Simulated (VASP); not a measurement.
# LuGe3O (P4/mmm) in VASP: notebook, part 2 of 2

VASP 6.6.1.

## Step 4: Single point, PBE

This run uses another cell than the first one, of 19.11 Å³/atom.

Input file INCAR:

```
PREC = Accurate
ENCUT = 520
EDIFF = 1E-6
ISMEAR = 0
SIGMA = 0.1
LREAL = F
LASPH = T
NELM = 100
ALGO = Normal
ISIF = 2
LWAVE = F
LCHARG = F
GGA = PE
NBANDS = 44
```

Input file KPOINTS:

```
regular mesh
0
Gamma
  12 12 4
```

Input file POSCAR:

```
LuGe3O
1.0
    3.1249586521      0.0000000000      0.0000000000
    0.0000000000      3.1249586521      0.0000000000
    0.0000000000      0.0000000000      9.7827575889
Lu Ge O
1 3 1
Direct
    0.0000000000      0.0000000000      0.0000000000
    0.5000000000      0.5000000000      0.3024423119
    0.5000000000      0.5000000000      0.6975576881
    0.0000000000      0.0000000000      0.5000000000
    0.5000000000      0.5000000000      0.0000000000
```

Potentials or basis: VASP PAW PBE potentials, release 64 (Lu, Ge_d, O).

Launch:

```bash
$ cat potpaw_PBE.64/Lu/POTCAR potpaw_PBE.64/Ge_d/POTCAR potpaw_PBE.64/O/POTCAR > POTCAR
$ mpirun -np 1 vasp_std > vasp.out
```

OUTCAR:

```text
PREC = Accurate
   ENCUT = 520
   EDIFF = 1E-6
   ISMEAR = 0
   LREAL = F
   LASPH = T
   NELM = 100
   ISIF = 2
   GGA = PE

 ion  position               nearest neighbor table
   1  0.000  0.000  0.000-   5 2.21   5 2.21   5 2.21   5 2.21
   2  0.500  0.500  0.302-
   3  0.500  0.500  0.698-
   4  0.000  0.000  0.500-
   5  0.500  0.500  0.000-   1 2.21   1 2.21   1 2.21   1 2.21

  LATTYP: Found a simple tetragonal cell.
 ALAT       =     3.1249586521
 C/A-ratio  =     3.1305238494

  Lattice vectors:

 A1 = (   3.1249586521,   0.0000000000,   0.0000000000)
 A2 = (   0.0000000000,   3.1249586521,   0.0000000000)
 A3 = (   0.0000000000,   0.0000000000,   9.7827575889)

Analysis of symmetry for initial positions (statically):
=====================================================================
 Subroutine PRICEL returns:
 Original cell was already a primitive cell.

 Routine SETGRP: Setting up the symmetry group for a
 simple tetragonal supercell.

 Subroutine GETGRP returns: Found 16 space group operations
 (whereof 16 operations were pure point group operations)
 out of a pool of 16 trial point group operations.

The static configuration has the point symmetry D_4h.

Analysis of symmetry for dynamics (positions and initial velocities):
=====================================================================
 Subroutine PRICEL returns:
 Original cell was already a primitive cell.

 Routine SETGRP: Setting up the symmetry group for a
 simple tetragonal supercell.

 Subroutine GETGRP returns: Found 16 space group operations
 (whereof 16 operations were pure point group operations)
 out of a pool of 16 trial point group operations.

The dynamic configuration has the point symmetry D_4h.

[... 115 lines left out ...]
   NELECT =      73.0000    total number of electrons
   NUPDOWN=      -1.0000    fix difference up-down
   EMIN   =  10.00;   EMAX   =-10.00  energy-range for DOS
   EFERMI =   0.00;   METHOD = LEGACY
   ISMEAR =     0;   SIGMA  =   0.10  broadening in eV -4-tet -1-fermi 0-gaus
   EFERMI_NEDOS =   21; number of points for ismear=-14 and -15
   IALGO  =     38    algorithm
   IMIX   =      4    mixing-type and parameters
     AMIX     =   0.40;   BMIX     =  1.00
     AMIX_MAG =   1.60;   BMIX_MAG =  1.00
  volume/ion in A,a.u.               =      19.11       128.94
  Fermi-wavevector in a.u.,A,eV,Ry     =   1.496692  2.828338 30.478242  2.240088
  Thomas-Fermi vector in A             =   2.608676
   LORBIT       =      0    0 simple, 1 ext, 2 COOP (PROOUT), +10 PAW based schemes
   GGA     = PE    functional components
   LHFCALC =     F    Hartree Fock is set to
   AEXX    =    0.0000 exact exchange contribution
   IVDW    =     0    specifies the selected vdW correction
   LEPSILON=     F    determine dielectric tensor
   LRPA    =     F    only Hartree local field effects (RPA)
 non-spin polarized calculation
 Gauss-broadening in eV      SIGMA  =   0.10
  energy-cutoff  :      520.00
  volume of cell :       95.53
 maximum number of plane-waves:      2616
 NGX is ok and might be reduce to    24
   NGX = 11   NGY = 11   NGZ = 37

 number of electron      73.0000040 magnetization

 Free energy of the ion-electron system (eV)
  ---------------------------------------------------
  ext. energy  EPLUGINS =         0.00000000
  ---------------------------------------------------
  free energy    TOTEN  =       -27.04169531 eV

  energy without entropy =      -27.03009888  energy(sigma->0) =      -27.03589709

 E-fermi :   5.2101     XC(G=0): -10.8940

 val. band max:        5.1849092685   @ k =   0.4167   0.4167   0.5000
 cond. band min:       5.2124710814   @ k =   0.0833   0.0833   0.2500
 fundamental gap:      0.0275618129
 Fermi energy:         5.2100970855

 k-point     1 :       0.0000    0.0000    0.0000
  band No.  band energies     occupation
      1     -51.7281      2.00000
      2     -22.5740      2.00000
      3     -22.1591      2.00000
      4     -22.1591      2.00000
      5     -19.6583      2.00000
      6     -19.6179      2.00000
[... 1117 lines left out ...]
     43       8.0451      0.00000
     44       8.4142      0.00000

 [... further k-points ...]
[... 5 lines left out ...]
  --------------------------------------------------------------------------------------
  -------------------------------------------------------------------------------------
  Total        0.3492355      0.3492355     -0.0166157      0.0000000     -0.0000000      0.0000000
  in kB        5.8570534      5.8570534     -0.2786626      0.0000000     -0.0000000      0.0000000
  external PRESSURE =       3.8118147 kB  Pullay stress =       0.0000000 kB

 VOLUME and BASIS-vectors are now :
 -----------------------------------------------------------------------------
  energy-cutoff  :      520.00
  volume of cell :       95.53
      direct lattice vectors                 reciprocal lattice vectors
     3.124958652  0.000000000  0.000000000     0.320004234  0.000000000  0.000000000
     0.000000000  3.124958652  0.000000000     0.000000000  0.320004234  0.000000000
     0.000000000  0.000000000  9.782757589     0.000000000  0.000000000  0.102220666

 POSITION                                       TOTAL-FORCE (eV/Angst)
 -----------------------------------------------------------------------------------
      0.00000      0.00000      0.00000         0.000000     -0.000000      0.000000
      1.56248      1.56248      2.95872         0.000000      0.000000     -0.002904
      1.56248      1.56248      6.82404         0.000000      0.000000      0.002904
      0.00000      0.00000      4.89138         0.000000     -0.000000      0.000000
      1.56248      1.56248      0.00000         0.000000     -0.000000      0.000000
 -----------------------------------------------------------------------------------
    total drift:                                0.000000     -0.000000     -0.000000

  FREE ENERGIE OF THE ION-ELECTRON SYSTEM (eV)
  ---------------------------------------------------
  free  energy   TOTEN  =       -27.0416953114 eV

  energy  without entropy=      -27.0300988785  energy(sigma->0) =      -27.03589709
```

OSZICAR:

```text
N       E                     dE             d eps       ncg     rms          rms(c)
DAV:   1     0.698209533387E+03    0.69821E+03   -0.32082E+04 10008   0.520E+03
DAV:   2     0.114142174370E+03   -0.58407E+03   -0.56463E+03  7840   0.946E+02
DAV:   3    -0.166979356377E+02   -0.13084E+03   -0.12839E+03  7712   0.245E+02
DAV:   4    -0.291009104909E+02   -0.12403E+02   -0.12239E+02 10216   0.783E+01
DAV:   5    -0.296139329089E+02   -0.51302E+00   -0.51170E+00 11036   0.142E+01    0.115E+01
DAV:   6    -0.270399618234E+02    0.25740E+01   -0.11880E+01 12708   0.252E+01    0.543E+00
DAV:   7    -0.270780589032E+02   -0.38097E-01   -0.20023E+00 10292   0.977E+00    0.338E+00
DAV:   8    -0.270659575769E+02    0.12101E-01   -0.61610E-01 11268   0.104E+01    0.119E+00
DAV:   9    -0.270379538866E+02    0.28004E-01   -0.16349E-01 11944   0.604E+00    0.231E-01
DAV:  10    -0.270421523354E+02   -0.41984E-02   -0.44915E-02  9720   0.128E+00    0.252E-01
DAV:  11    -0.270415713218E+02    0.58101E-03   -0.40854E-03 11164   0.699E-01    0.645E-02
DAV:  12    -0.270416962898E+02   -0.12497E-03   -0.10676E-03  8208   0.227E-01    0.144E-02
DAV:  13    -0.270416959694E+02    0.32042E-06   -0.65565E-05 12548   0.184E-01    0.131E-02
DAV:  14    -0.270416953760E+02    0.59341E-06   -0.18935E-05  9776   0.450E-02    0.564E-03
DAV:  15    -0.270416953114E+02    0.64596E-07   -0.43694E-06  8680   0.180E-02
   1 F= -.27041695E+02 E0= -.27035897E+02  d E =-.115964E-01
```

stdout:

```text
POSCAR found type information on POSCAR LuGeO
 POSCAR found :  3 types and       5 ions
 scaLAPACK will be used
 LDA part: xc-table for (Slater+PW92), standard interpolation
 POSCAR, INCAR and KPOINTS ok, starting setup
 FFT: planning ... GRIDC
 FFT: planning ... GRID_SOFT
 FFT: planning ... GRID
 WAVECAR not read
 entering main loop
```

Wall time 3.9 min (1 thread of Intel Xeon 6975P-C (Granite Rapids), shared host); peak memory 0.43 GiB.

Results:

```yaml
Free_energy: -27.0417 eV
Pressure: 0.4 GPa
Band_gap_on_the_k_mesh: zero (an odd number of electrons rules out a gap without spin polarisation)
```

Forces in eV/Å, atoms in the order of the input:
```
Lu   0.000  0.000  0.000
Ge   0.000  0.000 -0.003
Ge   0.000  0.000  0.003
Ge   0.000  0.000  0.000
O    0.000  0.000  0.000
```

Caveat: spin-orbit coupling is left out, which moves the levels of the heavy elements; an odd number of electrons without spin polarisation forces a metal; a magnetic or distorted state may lie lower.

## Step 5: The runs side by side

| task | cell | k mesh | cutoff (eV) | gap on the mesh (eV) | pressure (GPa) | relaxed volume (Å³/atom) | largest force (eV/Å) |
| --- | --- | --- | --- | --- | --- | --- | --- |
| relaxation of cell and atoms | relaxed from a = 3.189, b = 3.189, c = 9.069 Å, 5 atoms, atomic positions A | 6 × 6 × 2 | 600 | none | 0.0 | 19.05 | 0.01 |
| relaxation of cell and atoms | relaxed from a = 3.814, b = 3.814, c = 6.531 Å, 5 atoms, atomic positions B | 4 × 4 × 4 | 600 | none | -0.2 | 18.55 | 0.01 |
| single point | a = 3.125, b = 3.125, c = 9.783 Å, 5 atoms, atomic positions C | 12 × 12 × 4 | 520 | none | 0.4 | - | - |

Alike in all rows: level PBE; potentials or basis VASP PAW PBE potentials, release 64 (Lu, Ge_d, O); no spin polarisation; smearing gaussian 0.1 eV.

Caveats: some runs use coarse meshes; spin-orbit coupling is left out, which moves the levels of the heavy elements; an odd number of electrons without spin polarisation forces a metal; a magnetic or distorted state may lie lower; a cell axis changed by over 15 % at a fixed basis, so the end point is rough (at least some runs).

Total energies depend on the potentials used, so only differences within one code and one set of settings carry meaning.
